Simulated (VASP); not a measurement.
# GaP (I-4m2) in VASP: single point with PBE

Aim: the single point of GaP with PBE.

Everything below comes from runs of VASP 6.6.1. Logs are shortened: lines on timing, memory, paths and dates and some standing lists are left out, and cuts for length are marked.

## (1) The cell of the first run

Symmetry: I-4m2, No. 119, tetragonal system. Conventional cell: a = 3.868 Å, b = 3.868 Å, c = 5.548 Å, α = 90.00°, β = 90.00°, γ = 90.00°. Ga (site symmetry -4m2) has 4 P at 2.38 Å within 3.1 Å. P (site symmetry -4m2) has 4 Ga at 2.38 Å within 3.1 Å.

## (2) Single point, PBE

Input file INCAR:

```
PREC = Accurate
ENCUT = 520
EDIFF = 1E-6
ISMEAR = 0
SIGMA = 0.02
LREAL = False
LASPH = True
NELM = 100
ALGO = Normal
ISIF = 2
LWAVE = False
LCHARG = False
GGA = PE
ISYM = 0
NBANDS = 16
```

Input file KPOINTS:

```
regular mesh
0
Gamma
  7 7 10
```

Input file POSCAR:

```
GaP
1.0
    3.8677060746      0.0000000000      0.0000000000
    0.0000000000      3.8677060746      0.0000000000
   -1.9338530373     -1.9338530373      2.7738740727
Ga P
1 1
Direct
    0.0000000000      0.0000000000      0.0000000000
    0.2500000000      0.7500000000      0.5000000000
```

Potentials or basis: VASP PAW PBE potentials, release 64 (Ga_d, P).

Command:

```sh
cat potpaw_PBE.64/Ga_d/POTCAR potpaw_PBE.64/P/POTCAR > POTCAR
mpirun -np 1 vasp_std > vasp.out
```

OUTCAR:

```text
PREC = Accurate
   ENCUT = 520
   EDIFF = 1E-6
   ISMEAR = 0
   LREAL = False
   LASPH = True
   NELM = 100
   ISIF = 2
   GGA = PE
   ISYM = 0

 ion  position               nearest neighbor table
   1  0.000  0.000  0.000-   2 2.38   2 2.38   2 2.38   2 2.38
   2  0.250  0.750  0.500-   1 2.38   1 2.38   1 2.38   1 2.38

IMPORTANT INFORMATION: All symmetrisations will be switched off!
NOSYMM: (Re-)initialisation of all symmetry stuff for point group C_1.

----------------------------------------------------------------------------------------

                                     Primitive cell

  volume of cell :      41.4948

  direct lattice vectors                    reciprocal lattice vectors
     3.867706075  0.000000000  0.000000000     0.258551188  0.000000000  0.180253316
     0.000000000  3.867706075  0.000000000     0.000000000  0.258551188  0.180253316
    -1.933853037 -1.933853037  2.773874073     0.000000000  0.000000000  0.360506632

  length of vectors
     3.867706075  3.867706075  3.895375786     0.315182447  0.315182447  0.360506632

  position of ions in fractional coordinates (direct lattice)
     0.000000000  0.000000000  0.000000000
     0.250000000  0.750000000  0.500000000

  ion indices of the primitive-cell ions
   primitive index   ion index
                 1           1
                 2           2

----------------------------------------------------------------------------------------

 KPOINTS: regular mesh

Automatic generation of k-mesh.
 Grid dimensions read from file:
 generate k-points for:    7    7   10

 Generating k-lattice:

  Cartesian coordinates                     Fractional coordinates (reciprocal lattice)
     0.036935884  0.000000000  0.025750474     0.142857143  0.000000000 -0.000000000
     0.000000000  0.036935884  0.025750474     0.000000000  0.142857143 -0.000000000
     0.000000000  0.000000000  0.036050663     0.000000000  0.000000000  0.100000000

  Length of vectors
     0.045026064  0.045026064  0.036050663

  Shift w.r.t. Gamma in fractional coordinates (k-lattice)
     0.000000000  0.000000000  0.000000000

 -----------------------------------------------------------------------------
|                                                                             |
|           W    W    AA    RRRRR   N    N  II  N    N   GGGG   !!!           |
|           W    W   A  A   R    R  NN   N  II  NN   N  G    G  !!!           |
|           W    W  A    A  R    R  N N  N  II  N N  N  G       !!!           |
|           W WW W  AAAAAA  RRRRR   N  N N  II  N  N N  G  GGG   !            |
|           WW  WW  A    A  R   R   N   NN  II  N   NN  G    G                |
|           W    W  A    A  R    R  N    N  II  N    N   GGGG   !!!           |
|                                                                             |
|     Your reciprocal lattice and k-lattice belong to different lattice       |
|     classes:                                                                |
|                                                                             |
|        The reciprocal lattice is body-centered tetragonal,                  |
|        whereas your k-lattice is base-centered monoclinic.                  |
|                                                                             |
|     Results are often still useful ...                                      |
|                                                                             |
 -----------------------------------------------------------------------------

 WARNING: IBZKPT: internal override: KBLOWUP is changed to .FALSE.
      ... skipping the blow-up phase ...

 Subroutine IBZKPT returns following result:
 ===========================================

 Found    246 irreducible k-points:

 Following reciprocal coordinates:
            Coordinates               Weight
  0.000000  0.000000  0.000000      1.000000
  0.142857  0.000000  0.000000      2.000000
  0.285714  0.000000  0.000000      2.000000
  0.428571  0.000000  0.000000      2.000000
  0.000000  0.142857  0.000000      2.000000
  0.142857  0.142857  0.000000      2.000000
[... 16 lines left out ...]
 -0.428571  0.428571  0.000000      2.000000
 -0.285714  0.428571  0.000000      2.000000
 [... further k-points ...]
   k-points           NKPTS =    246   k-points in BZ     NKDIM =    246   number of bands    NBANDS=     16
   number of dos      NEDOS =    301   number of ions     NIONS =      2
   total plane-waves  NPLWV =  27000
   dimension x,y,z NGX =    30 NGY =   30 NGZ =   30
   dimension x,y,z NGXF=    60 NGYF=   60 NGZF=   60
   ions per type =               1   1
   NGX,Y,Z   is equivalent  to a cutoff of  12.89, 12.89, 12.80 a.u.
   NGXF,Y,Z  is equivalent  to a cutoff of  25.79, 25.79, 25.61 a.u.
 SYSTEM =  unknown system
   PREC   = accura    normal or accurate (medium, high low for compatibility)
   ISTART =      0    job   : 0-new  1-cont  2-samecut
   ICHARG =      2    charge: 1-file 2-atom 10-const
   ISPIN  =      1    spin polarized calculation?
   LNONCOLLINEAR =      F non collinear calculations
   LSORBIT =      F    spin-orbit coupling
   LASPH  =      T    aspherical Exc in radial PAW
   ENCUT  =  520.0 eV  38.22 Ry    6.18 a.u.   7.19  7.19  7.24*2*pi/ulx,y,z
   NELM   =    100;   NELMIN=  2; NELMDL= -5     # of ELM steps
   EDIFF  = 0.1E-05   stopping-criterion for ELM
   LREAL  =      F    real-space projection
   EDIFFG = 0.1E-04   stopping-criterion for IOM
   NSW    =      0    number of steps for IOM
   IBRION =     -1    ionic relax: 0-MD 1-quasi-New 2-CG
   NFREE  =      0    steps in history (QN), initial steepest desc. (CG)
   ISIF   =      2    stress and relaxation
   ISYM   =      0    0-nonsym 1-usesym 2-fastsym
   POTIM  = 0.5000    time-step for ionic-motion
   TEBEG  =    0.0;   TEEND  =   0.0 temperature during run
   PSTRESS=    0.0 pullay stress
   NELECT =      18.0000    total number of electrons
   NUPDOWN=      -1.0000    fix difference up-down
   EMIN   =  10.00;   EMAX   =-10.00  energy-range for DOS
   EFERMI =   0.00;   METHOD = LEGACY
   ISMEAR =     0;   SIGMA  =   0.02  broadening in eV -4-tet -1-fermi 0-gaus
   EFERMI_NEDOS =   21; number of points for ismear=-14 and -15
   IALGO  =     38    algorithm
   IMIX   =      4    mixing-type and parameters
     AMIX     =   0.40;   BMIX     =  1.00
     AMIX_MAG =   1.60;   BMIX_MAG =  1.00
  volume/ion in A,a.u.               =      20.75       140.01
  Fermi-wavevector in a.u.,A,eV,Ry     =   1.239275  2.341891 20.895870  1.535803
  Thomas-Fermi vector in A             =   2.373765
   LORBIT       =      0    0 simple, 1 ext, 2 COOP (PROOUT), +10 PAW based schemes
   GGA     = PE    functional components
   LHFCALC =     F    Hartree Fock is set to
   AEXX    =    0.0000 exact exchange contribution
   IVDW    =     0    specifies the selected vdW correction
   LEPSILON=     F    determine dielectric tensor
   LRPA    =     F    only Hartree local field effects (RPA)
 non-spin polarized calculation
 Gauss-broadening in eV      SIGMA  =   0.02
  energy-cutoff  :      520.00
  volume of cell :       41.49
 maximum number of plane-waves:      1136
 NGX is ok and might be reduce to    30
   NGX = 15   NGY = 15   NGZ = 15

 number of electron      17.9999999 magnetization

 Free energy of the ion-electron system (eV)
  ---------------------------------------------------
  ext. energy  EPLUGINS =         0.00000000
  ---------------------------------------------------
  free energy    TOTEN  =        -9.12402586 eV

  energy without entropy =       -9.12402586  energy(sigma->0) =       -9.12402586

 E-fermi :   4.5967     XC(G=0):  -9.7210

 val. band max:        4.4295184495   @ k =   0.0000   0.0000   0.0000
 cond. band min:       5.9954219788   @ k =  -0.4286   0.4286   0.0000
 fundamental gap:      1.5659035292
 Fermi energy:         4.5967347631

 k-point     1 :       0.0000    0.0000    0.0000
  band No.  band energies     occupation
      1     -10.1111      2.00000
      2     -10.1070      2.00000
      3     -10.1070      2.00000
      4     -10.0171      2.00000
      5     -10.0151      2.00000
      6      -7.9051      2.00000
[... 8 lines left out ...]
     15      14.0277      0.00000
     16      14.2826      0.00000

 k-point     2 :       0.1429    0.0000    0.0000
  band No.  band energies     occupation
      1     -10.1240      2.00000
      2     -10.1040      2.00000
      3     -10.1015      2.00000
      4     -10.0172      2.00000
      5     -10.0149      2.00000
      6      -7.6504      2.00000
[... 8 lines left out ...]
     15      13.5425      0.00000
     16      14.1751      0.00000

 k-point     3 :       0.2857    0.0000    0.0000
  band No.  band energies     occupation
      1     -10.1555      2.00000
      2     -10.0936      2.00000
      3     -10.0911      2.00000
      4     -10.0157      2.00000
      5     -10.0125      2.00000
      6      -6.9452      2.00000
[... 8 lines left out ...]
     15      13.5806      0.00000
     16      14.1342      0.00000

 k-point     4 :       0.4286    0.0000    0.0000
  band No.  band energies     occupation
      1     -10.1787      2.00000
      2     -10.0874      2.00000
      3     -10.0850      2.00000
      4     -10.0121      2.00000
      5     -10.0081      2.00000
      6      -6.0942      2.00000
[... 8 lines left out ...]
     15      15.2508      0.00000
     16      15.3511      0.00000
[... 324 lines left out ...]
 k-point    22 :       0.4286    0.4286    0.0000
  band No.  band energies     occupation
      1     -10.2106      2.00000
      2     -10.0568      2.00000
      3     -10.0514      2.00000
      4     -10.0430      2.00000
      5      -9.9982      2.00000
      6      -5.0186      2.00000
[... 8 lines left out ...]
     15      15.8205      0.00000
     16      17.8039      0.00000

 k-point    23 :      -0.4286    0.4286    0.0000
  band No.  band energies     occupation
      1     -10.2120      2.00000
      2     -10.0522      2.00000
      3     -10.0514      2.00000
      4     -10.0477      2.00000
      5      -9.9960      2.00000
      6      -5.3410      2.00000
[... 8 lines left out ...]
     15      16.4682      0.00000
     16      17.9284      0.00000

 k-point    24 :      -0.2857    0.4286    0.0000
  band No.  band energies     occupation
      1     -10.1957      2.00000
      2     -10.0666      2.00000
      3     -10.0631      2.00000
      4     -10.0376      2.00000
      5     -10.0005      2.00000
      6      -5.8672      2.00000
[... 8 lines left out ...]
     15      16.3065      0.00000
     16      17.5849      0.00000

 [... further k-points ...]
[... 5 lines left out ...]
  --------------------------------------------------------------------------------------
  -------------------------------------------------------------------------------------
  Total        0.1934898      0.1934831     -0.0975019      0.0000445     -0.0001666     -0.0001688
  in kB        7.4709356      7.4706784     -3.7646961      0.0017194     -0.0064338     -0.0065163
  external PRESSURE =       3.7256393 kB  Pullay stress =       0.0000000 kB

 VOLUME and BASIS-vectors are now :
 -----------------------------------------------------------------------------
  energy-cutoff  :      520.00
  volume of cell :       41.49
      direct lattice vectors                 reciprocal lattice vectors
     3.867706075  0.000000000  0.000000000     0.258551188  0.000000000  0.180253316
     0.000000000  3.867706075  0.000000000     0.000000000  0.258551188  0.180253316
    -1.933853037 -1.933853037  2.773874073     0.000000000  0.000000000  0.360506632

 POSITION                                       TOTAL-FORCE (eV/Angst)
 -----------------------------------------------------------------------------------
      0.00000      0.00000      0.00000         0.000003     -0.000002     -0.000001
      0.00000      1.93385      1.38694        -0.000003      0.000002      0.000001
 -----------------------------------------------------------------------------------
    total drift:                                0.000006     -0.000008     -0.000001

  FREE ENERGIE OF THE ION-ELECTRON SYSTEM (eV)
  ---------------------------------------------------
  free  energy   TOTEN  =        -9.1240258627 eV

  energy  without entropy=       -9.1240258627  energy(sigma->0) =       -9.12402586
```

Wall time 4.6 min (1 thread of AMD EPYC 9R45, shared host); peak memory 0.26 GiB.

Results:

```yaml
Free_energy: -9.1240 eV
Pressure: 0.4 GPa
Band_gap_on_the_k_mesh: 1.57 eV, indirect (least direct gap 1.59 eV)
```

A k mesh can miss the band edges.
